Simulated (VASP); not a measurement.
Write the native input for VASP 6.6.1 that does the following.

```
Task                   : single point
Functional             : PBEsol
Potentials or basis    : VASP PAW PBE potentials, release 64 (C)
Cutoff                 : 600 eV
k mesh                 : 12 × 12 × 12
Occupations            : methfessel-paxton, width 0.05 eV
Spin                   : no spin polarisation
Dipole correction      : no
Further INCAR settings : ALGO = Normal; EDIFF = 1e-06; NBANDS = 8
```

The structure of C lies in POSCAR:

```
C
1.0
   -1.1759994424      1.1759994424      1.1759994424
    1.1759994424     -1.1759994424      1.1759994424
    1.1759994424      1.1759994424     -1.1759994424
C
1
Direct
    0.0000000000      0.0000000000      0.0000000000
```

These files were run (other wordings do the same):

INCAR

```
PREC = Accurate
ENCUT = 600
EDIFF = 1E-6
ISMEAR = 1
SIGMA = 0.05
LREAL = F
LASPH = T
NELM = 120
ALGO = Normal
ISIF = 2
LWAVE = F
LCHARG = T
GGA = PS
LELF = T
LVHAR = T
NBANDS = 8
GGA_COMPAT = F
```

KPOINTS

```
regular mesh
0
Gamma
  12 12 12
```

Potentials or basis: VASP PAW PBE potentials, release 64 (C).

Launch:

```console
$ cat potpaw_PBE.64/C/POTCAR > POTCAR
$ mpirun -np 1 vasp_std > vasp.out
```

It gave:

```
Pressure               : -0.2 GPa
Band gap on the k mesh : zero (band 2 reaches 18.24 eV, above the bottom of band 3 at 3.59 eV)
```

Caveat: the PAW data sets were made with another functional, which shifts forces and pressure a little.

It took 2.9 s on 1 thread of Intel(R) Xeon(R) Platinum 8488C (Sapphire Rapids), with other jobs on the host, peak memory 0.11 GiB.
